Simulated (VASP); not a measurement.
Crystal: W.

```
W
1.0
     2.74070    0.00000    0.00000
    -0.91357    2.58396    0.00000
    -0.91357   -1.29198    2.23777
W
1
Direct
  0.00000 0.00000 0.00000
```

Base run:

```yaml
Program: VASP 6.6.1
Functional: r2SCAN
Potentials_or_basis: VASP PAW PBE potentials, release 64 (W_sv)
Cutoff: 520 eV
k_mesh: 10 × 10 × 10
Occupations: fermi-dirac, width 0.1 eV
Spin: no spin polarisation
```

Its results: band gap on the k mesh zero (band 7 reaches 16.63 eV, above the bottom of band 8 at 10.01 eV); pressure 2.6 GPa.

Problem. The run is repeated on the same cell with these changes: k mesh from 10 × 10 × 10 to 3 × 3 × 3. What comes out?

Solution. Band gap on the k mesh zero (band 7 reaches 12.19 eV, above the bottom of band 8 at 9.99 eV); pressure 10.9 GPa.

Caveats: some runs use coarse meshes; the PAW data sets were made with another functional, which shifts forces and pressure a little; spin-orbit coupling is left out, which moves the levels of the heavy elements.
